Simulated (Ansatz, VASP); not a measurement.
## Al3B2Sb: VASP beside Ansatz

```xyz
6
Lattice="3.4538 0.0000 0.0000 -1.7269 2.9911 0.0000 0.0000 0.0000 11.7461" Properties=species:S:1:pos:R:3 pbc="T T T"
Al    0.0000    0.0000    8.7167
Al    0.0000    0.0000    3.0294
Al    0.0000    0.0000    0.0000
B     0.0000    1.9941    0.0000
B     1.7269    0.9970    0.0000
Sb    0.0000    0.0000    5.8731
```

Alike in both runs: functional PBE; k mesh 5 × 5 × 2; occupations gaussian, width 0.2 eV; no spin polarisation.

Ansatz relaxed the structure, and its values are those at the end. VASP's run is a single point on that final structure, the one shown.

|  | VASP | Ansatz |
| --- | --- | --- |
| version | VASP 6.6.1 | Ansatz 0.2.0 |
| potentials or method | VASP PAW PBE potentials, release 64 (Al, B, Sb), cutoff 500 eV | scalar-relativistic, plane waves, PAW |
| valence electrons in the cell | 20 | 30 |

|  | VASP | Ansatz | Ansatz less VASP |
| --- | --- | --- | --- |
| gap on the k mesh at the Fermi level (eV) | none | none | - |
| pressure (GPa) | -0.1 | -0.1 | +0.03 |
| rms of the force components (eV/Å) | 0.013 | 0.014 | +0.0012 |

A gap of «none» marks a metal or a gap that the smearing closes. VASP's potentials hold 20 valence electrons a cell and Ansatz's 30, so a difference there can come from the potentials and not from the codes.

The k mesh is coarse, so the values compare programs but aren't converged. Neither program's run includes spin-orbit coupling.
